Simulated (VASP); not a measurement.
Runs of VASP 6.6.1 on P. The structure is that of space group P6_222 (No. 180), or close to it. The cells are those of the table. 

| task | cell | k mesh | cutoff (eV) | gap on the mesh (eV) | pressure (GPa) | relaxed volume (Å³/atom) | largest force (eV/Å) |
| --- | --- | --- | --- | --- | --- | --- | --- |
| single point | a = 6.432, b = 6.432, c = 5.023 Å, angles 90.0, 90.0, 120.0°, 6 atoms | 3 × 3 × 4 | 520 | none | -0.1 | - | 0.03 |
| single point | a = 6.463, b = 6.463, c = 5.048 Å, angles 90.0, 90.0, 120.0°, 6 atoms | 6 × 6 × 8 | 520 | none | (b) | - | (a) |
| relaxation of cell and atoms | relaxed from a = 6.432, b = 6.432, c = 5.023 Å, angles 90.0, 90.0, 120.0°, 6 atoms | 6 × 6 × 8 | 600 | none | 0.0 | 30.30 | 0.01 |
| single point | a = 5.931, b = 5.931, c = 5.032 Å, angles 90.0, 90.0, 120.0°, 6 atoms | 3 × 3 × 4 | 520 | none | 8.0 | - | 0.22 |
| relaxation of cell and atoms | relaxed from a = 5.931, b = 5.931, c = 5.032 Å, angles 90.0, 90.0, 120.0°, 6 atoms | 3 × 3 × 4 | 600 | none | 0.1 | 29.89 | 0.03 |

Alike in all rows: level PBE; potentials or basis VASP PAW PBE potentials, release 64 (P); no spin polarisation; smearing gaussian 0.1 eV.

**Question.** Fill in the values left out.

**Answer.** (a) 0.02; (b) -0.2.

Caveats: some runs use coarse meshes; the volume moved by over 15 % at a fixed basis, so the end points are rough (some runs).

A gap of «none» marks levels without a gap at the run's occupations.
